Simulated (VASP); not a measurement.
# Ru (P6_3/mmc) in VASP: single point with PBE

Aim: the single point of Ru with PBE.

Everything below comes from runs of VASP 6.6.1. Logs are shortened: lines on timing, memory, paths and dates and some standing lists are left out, and cuts for length are marked.

**1. The cell of the first run**

The structure is hexagonal, space group P6_3/mmc (No. 194). Conventional cell: a = 2.720 Å, b = 2.720 Å, c = 4.297 Å, α = 90.00°, β = 90.00°, γ = 120.00°. Within 3.5 Å of Ru (site symmetry -6m2) lie 12 Ru at 2.66 to 2.72 Å.

**2. Single point, PBE**

Contents of INCAR:

```
PREC = Accurate
ENCUT = 520
EDIFF = 1E-7
ISMEAR = 0
SIGMA = 0.1
LREAL = False
LASPH = True
NELM = 60
ALGO = Normal
ISIF = 2
LWAVE = False
LCHARG = False
GGA = PE
NBANDS = 21
```

Contents of KPOINTS:

```
Automatic mesh
0
Gamma
  18 18 10
```

Contents of POSCAR:

```
Ru
1.0
    2.7200250881      0.0000000000      0.0000000000
   -1.3600125440      2.3556108252      0.0000000000
    0.0000000000      0.0000000000      4.2967695007
Ru
2
Direct
    0.3333333333      0.6666666667      0.2500000000
    0.6666666667      0.3333333333      0.7500000000
```

Potentials or basis: VASP PAW PBE potentials, release 64 (Ru_pv).

On the command line:

```console
cat potpaw_PBE.64/Ru_pv/POTCAR > POTCAR
mpirun -np 1 vasp_std > vasp.out
```

OUTCAR:

```text
PREC = Accurate
   ENCUT = 520
   EDIFF = 1E-7
   ISMEAR = 0
   LREAL = False
   LASPH = True
   NELM = 60
   ISIF = 2
   GGA = PE

 ion  position               nearest neighbor table
   1  0.333  0.667  0.250-   2 2.66   2 2.66   2 2.66   2 2.66   2 2.66   2 2.66
   2  0.667  0.333  0.750-   1 2.66   1 2.66   1 2.66   1 2.66   1 2.66   1 2.66

  LATTYP: Found a hexagonal cell.
 ALAT       =     2.7200250881
 C/A-ratio  =     1.5796800991

  Lattice vectors:

 A1 = (   2.7200250881,   0.0000000000,   0.0000000000)
 A2 = (  -1.3600125440,   2.3556108252,   0.0000000000)
 A3 = (   0.0000000000,   0.0000000000,   4.2967695007)

Analysis of symmetry for initial positions (statically):
=====================================================================
 Subroutine PRICEL returns:
 Original cell was already a primitive cell.

 Routine SETGRP: Setting up the symmetry group for a
 hexagonal supercell.

 Subroutine GETGRP returns: Found 24 space group operations
 (whereof 12 operations were pure point group operations)
 out of a pool of 24 trial point group operations.

The static configuration has the point symmetry D_3d.
 The point group associated with its full space group is D_6h.

Analysis of symmetry for dynamics (positions and initial velocities):
=====================================================================
 Subroutine PRICEL returns:
 Original cell was already a primitive cell.

 Routine SETGRP: Setting up the symmetry group for a
 hexagonal supercell.

 Subroutine GETGRP returns: Found 24 space group operations
 (whereof 12 operations were pure point group operations)
 out of a pool of 24 trial point group operations.

The dynamic configuration has the point symmetry D_3d.
 The point group associated with its full space group is D_6h.

 Subroutine INISYM returns: Found 24 space group operations
 (whereof 12 operations are pure point group operations),
 and found     1 'primitive' translations

----------------------------------------------------------------------------------------

                                     Primitive cell

  volume of cell :      27.5308

  direct lattice vectors                    reciprocal lattice vectors
     2.720025088  0.000000000  0.000000000     0.367643668  0.212259171  0.000000000
    -1.360012544  2.355610825  0.000000000     0.000000000  0.424518341  0.000000000
[... 75 lines left out ...]
 SYSTEM =  unknown system
   PREC   = accura    normal or accurate (medium, high low for compatibility)
   ISTART =      0    job   : 0-new  1-cont  2-samecut
   ICHARG =      2    charge: 1-file 2-atom 10-const
   ISPIN  =      1    spin polarized calculation?
   LNONCOLLINEAR =      F non collinear calculations
   LSORBIT =      F    spin-orbit coupling
   LASPH  =      T    aspherical Exc in radial PAW
   ENCUT  =  520.0 eV  38.22 Ry    6.18 a.u.   5.06  5.06  7.99*2*pi/ulx,y,z
   NELM   =     60;   NELMIN=  2; NELMDL= -5     # of ELM steps
   EDIFF  = 0.1E-06   stopping-criterion for ELM
   LREAL  =      F    real-space projection
   EDIFFG = 0.1E-05   stopping-criterion for IOM
   NSW    =      0    number of steps for IOM
   IBRION =     -1    ionic relax: 0-MD 1-quasi-New 2-CG
   NFREE  =      0    steps in history (QN), initial steepest desc. (CG)
   ISIF   =      2    stress and relaxation
   ISYM   =      2    0-nonsym 1-usesym 2-fastsym
   POTIM  = 0.5000    time-step for ionic-motion
   TEBEG  =    0.0;   TEEND  =   0.0 temperature during run
   PSTRESS=    0.0 pullay stress
   NELECT =      28.0000    total number of electrons
   NUPDOWN=      -1.0000    fix difference up-down
   EMIN   =  10.00;   EMAX   =-10.00  energy-range for DOS
   EFERMI =   0.00;   METHOD = LEGACY
   ISMEAR =     0;   SIGMA  =   0.10  broadening in eV -4-tet -1-fermi 0-gaus
   EFERMI_NEDOS =   21; number of points for ismear=-14 and -15
   IALGO  =     38    algorithm
   IMIX   =      4    mixing-type and parameters
     AMIX     =   0.40;   BMIX     =  1.00
     AMIX_MAG =   1.60;   BMIX_MAG =  1.00
  volume/ion in A,a.u.               =      13.77        92.89
  Fermi-wavevector in a.u.,A,eV,Ry     =   1.646347  3.111144 36.878020  2.710458
  Thomas-Fermi vector in A             =   2.735990
   LORBIT       =      0    0 simple, 1 ext, 2 COOP (PROOUT), +10 PAW based schemes
   GGA     = PE    functional components
   LHFCALC =     F    Hartree Fock is set to
   AEXX    =    0.0000 exact exchange contribution
   IVDW    =     0    specifies the selected vdW correction
   LEPSILON=     F    determine dielectric tensor
   LRPA    =     F    only Hartree local field effects (RPA)
 non-spin polarized calculation
 Gauss-broadening in eV      SIGMA  =   0.10
  energy-cutoff  :      520.00
  volume of cell :       27.53
 maximum number of plane-waves:       759
   NGX = 11   NGY = 11   NGZ = 15

 number of electron      28.0000013 magnetization

 Free energy of the ion-electron system (eV)
  ---------------------------------------------------
  ext. energy  EPLUGINS =         0.00000000
  ---------------------------------------------------
  free energy    TOTEN  =       -18.47174766 eV

  energy without entropy =      -18.46243240  energy(sigma->0) =      -18.46709003

 E-fermi :  12.5841     XC(G=0): -14.0338

 val. band max:       12.5815485303   @ k =   0.1667   0.1111   0.3000
 cond. band min:      12.5862910906   @ k =   0.4444   0.1111   0.5000
 fundamental gap:      0.0047425602
 Fermi energy:        12.5840642755

 k-point     1 :       0.0000    0.0000    0.0000
  band No.  band energies     occupation
      1     -31.0076      2.00000
      2     -30.1149      2.00000
      3     -30.1149      2.00000
      4     -29.9504      2.00000
      5     -29.9504      2.00000
      6     -29.9109      2.00000
[... 565 lines left out ...]
     20      23.0308      0.00000
     21      23.6385      0.00000

 [... further k-points ...]
[... 5 lines left out ...]
  --------------------------------------------------------------------------------------
  -------------------------------------------------------------------------------------
  Total       -0.0199497     -0.0199497     -0.0165465     -0.0000000     -0.0000000      0.0000000
  in kB       -1.1609884     -1.1609884     -0.9629404     -0.0000000     -0.0000000      0.0000000
  external PRESSURE =      -1.0949724 kB  Pullay stress =       0.0000000 kB

 VOLUME and BASIS-vectors are now :
 -----------------------------------------------------------------------------
  energy-cutoff  :      520.00
  volume of cell :       27.53
      direct lattice vectors                 reciprocal lattice vectors
     2.720025088  0.000000000  0.000000000     0.367643668  0.212259171  0.000000000
    -1.360012544  2.355610825  0.000000000     0.000000000  0.424518341  0.000000000
     0.000000000  0.000000000  4.296769501     0.000000000  0.000000000  0.232732987

 POSITION                                       TOTAL-FORCE (eV/Angst)
 -----------------------------------------------------------------------------------
     -0.00000      1.57041      1.07419         0.000000      0.000000      0.000000
      1.36001      0.78520      3.22258        -0.000000     -0.000000      0.000000
 -----------------------------------------------------------------------------------
    total drift:                               -0.000000      0.000000     -0.000000

  FREE ENERGIE OF THE ION-ELECTRON SYSTEM (eV)
  ---------------------------------------------------
  free  energy   TOTEN  =       -18.4717476626 eV

  energy  without entropy=      -18.4624323956  energy(sigma->0) =      -18.46709003
```

OSZICAR:

```text
N       E                     dE             d eps       ncg     rms          rms(c)
DAV:   1     0.289033771784E+03    0.28903E+03   -0.17583E+04  9348   0.148E+03
DAV:   2    -0.139462351487E+02   -0.30298E+03   -0.29382E+03  9534   0.446E+02
DAV:   3    -0.197867905705E+02   -0.58406E+01   -0.58062E+01 10929   0.693E+01
DAV:   4    -0.198304342243E+02   -0.43644E-01   -0.43594E-01 11873   0.572E+00
DAV:   5    -0.198309636370E+02   -0.52941E-03   -0.52500E-03 10630   0.551E-01    0.172E+01
DAV:   6    -0.185509215657E+02    0.12800E+01   -0.29122E+00 10724   0.167E+01    0.447E+00
DAV:   7    -0.184791504718E+02    0.71771E-01   -0.40070E-01 10824   0.467E+00    0.103E+00
DAV:   8    -0.184720917046E+02    0.70588E-02   -0.16878E-02 10230   0.104E+00    0.314E-01
DAV:   9    -0.184717406129E+02    0.35109E-03   -0.80594E-04 10688   0.301E-01    0.333E-02
DAV:  10    -0.184717512811E+02   -0.10668E-04   -0.58619E-05 10529   0.788E-02    0.195E-02
DAV:  11    -0.184717476978E+02    0.35834E-05   -0.10508E-05 10604   0.307E-02    0.123E-03
DAV:  12    -0.184717476626E+02    0.35116E-07   -0.68644E-08  7232   0.264E-03
   1 F= -.18471748E+02 E0= -.18467090E+02  d E =-.931527E-02
```

stdout:

```text
POSCAR found type information on POSCAR Ru
 POSCAR found :  1 types and       2 ions
 scaLAPACK will be used
 LDA part: xc-table for (Slater+PW92), standard interpolation
 POSCAR, INCAR and KPOINTS ok, starting setup
 FFT: planning ... GRIDC
 FFT: planning ... GRID_SOFT
 FFT: planning ... GRID
 WAVECAR not read
 entering main loop
```

Wall time 50 s (1 thread of Intel Xeon Platinum 8488C (Sapphire Rapids), shared host); peak memory 0.21 GiB.

What came out:

* Free energy: -18.4717 eV
* Pressure: -0.1 GPa
* Band gap on the k mesh: zero (band 14 reaches 14.05 eV, above the bottom of band 15 at 10.98 eV)
